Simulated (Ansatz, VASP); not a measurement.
**Two plane-wave programs on Bi2Te2O3**

```
Bi Te O
1.0
     4.64599    0.00000    0.00000
    -2.32299    4.02354    0.00000
     0.00000    0.00000   10.26888
Bi Te O
2 2 3
Direct
  0.00000 0.00000 0.00000
  0.00000 0.00000 0.50000
  0.00000 0.00000 0.76523
  0.00000 0.00000 0.23477
  0.50000 0.00000 0.00000
  0.00000 0.50000 0.00000
  0.50000 0.50000 0.00000
```

Alike in both runs: task relaxation of cell and atoms; functional PBE; k mesh 3 × 3 × 2; occupations gaussian, width 0.15 eV; no spin polarisation.

|  | VASP | Ansatz |
| --- | --- | --- |
| version | VASP 6.6.1 | Ansatz 0.2.0 |
| potentials or method | VASP PAW PBE potentials, release 64 (Bi_d, Te, O), cutoff 600 eV | scalar-relativistic, plane waves, PAW |
| valence electrons in the cell | 60 | 80 |

VASP gave:

```
gap on the k mesh at the Fermi level, each at its own relaxed structure (eV) : none
relaxed volume (Å³/atom)                                                     : 30.99
relaxed cell length with the largest relative difference (Å)                 : 4.634
```

Task: Which values does Ansatz return?

Result: gap on the k mesh at the Fermi level, each at its own relaxed structure (eV): none; relaxed volume (Å³/atom): 30.93; relaxed cell length with the largest relative difference (Å): 4.627.

A gap of «none» marks a metal or a gap that the smearing closes. VASP's potentials hold 60 valence electrons a cell and Ansatz's 80, so a difference there can come from the potentials and not from the codes.

The k mesh is coarse, so the values compare programs but aren't converged. Neither program's run includes spin-orbit coupling.
